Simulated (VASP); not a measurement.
Runs of VASP 6.6.1 on Ti. The structure is that of space group P6/mmm (No. 191), or close to it. The cells are those of the table. This isn't the form of Ti at room conditions, which is hcp.

```csv
task,cell,k mesh,cutoff (eV),smearing,gap on the mesh (eV),pressure (GPa),relaxed volume (Å³/atom)
single point,"a = 4.523, b = 4.523, c = 2.796 Å, angles 90.0, 90.0, 120.0°, 3 atoms",12 × 12 × 14,520,fermi-dirac 0.15 eV,none,-0.3,-
relaxation of cell and atoms,"relaxed from a = 4.567, b = 4.567, c = 2.826 Å, angles 90.0, 90.0, 120.0°, 3 atoms",12 × 12 × 14,600,gaussian 0.1 eV,none,0.0,(a)
single point,"a = 4.514, b = 4.514, c = 2.799 Å, angles 90.0, 90.0, 120.0°, 3 atoms",12 × 12 × 14,520,gaussian 0.1 eV,none,-0.3,-
single point,"a = 4.567, b = 4.567, c = 2.826 Å, angles 90.0, 90.0, 120.0°, 3 atoms",6 × 6 × 6,520,gaussian 0.1 eV,none,-3.8,-
relaxation of cell and atoms,"relaxed from a = 4.514, b = 4.514, c = 2.799 Å, angles 90.0, 90.0, 120.0°, 3 atoms",12 × 12 × 14,600,fermi-dirac 0.15 eV,none,0.0,16.48
```

Alike in all rows: level PBEsol; potentials or basis VASP PAW PBE potentials, release 64 (Ti_sv); no spin polarisation.

Q: Estimate the missing entries.

A: (a) 16.44.

Caveats: some runs use coarse meshes; the PAW data sets were made with another functional, which shifts forces and pressure a little.

A gap of «none» marks levels without a gap at the run's occupations.
